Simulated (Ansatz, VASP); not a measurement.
One calculation of Rh, two programs

File POSCAR:

```
Rh
1.0
    2.6917446234      0.0000000000      0.0000000000
   -1.3458723117      2.3311192244      0.0000000000
    0.0000000000      0.0000000000      8.7980701300
Rh
4
Direct
    0.6666666667      0.3333333333      0.7500000000
    0.0000000000      0.0000000000      0.5000000000
    0.3333333333      0.6666666667      0.2500000000
    0.0000000000      0.0000000000      0.0000000000
```

File INCAR.step1:

```
SYSTEM = Rh
PREC = Accurate
ENCUT = 580
ISMEAR = -1
SIGMA = 0.05
LREAL = .FALSE.
LASPH = .TRUE.
NELM = 120
NBANDS = 42
GGA = PE
ALGO = Normal
EDIFF = 1E-5
LWAVE = .TRUE.
LCHARG = .FALSE.
GGA_COMPAT = .FALSE.
```

Contents of INCAR.step2:

```
SYSTEM = Rh
PREC = Accurate
ENCUT = 580
EDIFF = 1E-6
ISMEAR = -1
SIGMA = 0.05
LREAL = .FALSE.
LASPH = .TRUE.
NELM = 120
ALGO = Normal
ISIF = 2
LWAVE = .FALSE.
LCHARG = .FALSE.
METAGGA = R2SCAN
LMIXTAU = .TRUE.
NBANDS = 42
ISTART = 1
GGA_COMPAT = .FALSE.
```

File KPOINTS:

```
regular mesh
0
G
  11 11 3
  0 0 0
```

File input.yaml:

```yaml
crystal:
  lattice:
    - [2.6917446234, 0.0, 0.0]
    - [-1.3458723117, 2.3311192244, 0.0]
    - [0.0, 0.0, 8.79807013]
  atoms:
    - { symbol: Rh, position: [0.6666666667, 0.3333333333, 0.75] }
    - { symbol: Rh, position: [0.0, 0.0, 0.5] }
    - { symbol: Rh, position: [0.3333333333, 0.6666666667, 0.25] }
    - { symbol: Rh, position: [0.0, 0.0, 0.0] }
hamiltonian:
  xc: r2scan
  pseudopotentials: { kind: paw }
kpoints:
  mp_grid: { grid: [11, 11, 3] }
scf:
  occupations: { method: fermi_dirac, width: 0.05 }
output:
  forces: true
  stress: true
  eigenvalues: true
```

Alike in both runs: task single point; functional r2SCAN; k mesh 11 × 11 × 3; occupations fermi-dirac, width 0.05 eV; no spin polarisation.

|  | VASP | Ansatz |
| --- | --- | --- |
| version | VASP 6.6.1 | Ansatz 0.2.0 |
| potentials or method | VASP PAW PBE potentials, release 64 (Rh_sv_GW) | Ansatz PAW |
| plane-wave cutoff (eV) | 580 | 500 |
| valence electrons in the cell | 68 | 68 |

```csv
,VASP,Ansatz,Ansatz less VASP
gap on the k mesh at the Fermi level (eV),none,none,-
pressure (GPa),-2.8,-1.2,+1.61
"traceless stress, the component that is largest in VASP (GPa)",-1.01,-1.00,+0.009
```

VASP's potentials were made for PBE, not for r2SCAN. A gap of «none» marks a metal or a gap that the smearing closes.
